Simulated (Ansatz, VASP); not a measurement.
# One calculation of HfC, two programs

File INCAR:

```
SYSTEM = HfC
PREC = Accurate
ENCUT = 520
EDIFF = 1E-7
ISMEAR = 0
SIGMA = 0.1
LREAL = .FALSE.
LASPH = .TRUE.
NELM = 100
ALGO = Normal
ISIF = 2
LWAVE = .FALSE.
LCHARG = .FALSE.
GGA = PS
NBANDS = 14
```

File KPOINTS:

```
regular mesh
0
G
  16 16 16
  0 0 0
```

File POSCAR:

```
HfC
1.0
    0.0000000000      2.3264703917      2.3264703917
    2.3264703917      0.0000000000      2.3264703917
    2.3264703917      2.3264703917      0.0000000000
Hf C
1 1
Direct
    0.5000000000      0.5000000000      0.5000000000
    0.0000000000      0.0000000000      0.0000000000
```

Input for Ansatz:

```yaml
crystal:
  lattice:
    - [0.0, 2.3264703917, 2.3264703917]
    - [2.3264703917, 0.0, 2.3264703917]
    - [2.3264703917, 2.3264703917, 0.0]
  atoms:
    - { symbol: Hf, position: [0.5, 0.5, 0.5] }
    - { symbol: C, position: [0.0, 0.0, 0.0] }
basis:
  ecutwfc: 420
kpoints:
  mp_grid: { grid: [16, 16, 16] }
hamiltonian:
  xc: pbesol
scf:
  occupations: { method: gaussian, width: 0.1 }
output:
  forces: true
  stress: true
  eigenvalues: true
```

Alike in both runs: task single point; functional PBEsol; k mesh 16 × 16 × 16; occupations gaussian, width 0.1 eV; no spin polarisation.

```csv
,VASP,Ansatz
version,VASP 6.6.1,Ansatz 0.2.0
potentials or method,"VASP PAW PBE potentials, release 64 (Hf_pv, C), cutoff 520 eV","scalar-relativistic, plane waves, PAW"
valence electrons in the cell,14,30
```

VASP gave:

| Quantity | Value |
| --- | --- |
| gap on the k mesh at the Fermi level (eV) | none |
| pressure (GPa) | -7.4 |

Problem. Which values does Ansatz return?

Solution. gap on the k mesh at the Fermi level (eV): none; pressure (GPa): -6.9.

VASP's potentials were made for PBE, not for PBEsol. A gap of «none» marks a metal or a gap that the smearing closes. VASP's potentials hold 14 valence electrons a cell and Ansatz's 30, so a difference there can come from the potentials and not from the codes.

Neither program's run includes spin-orbit coupling.
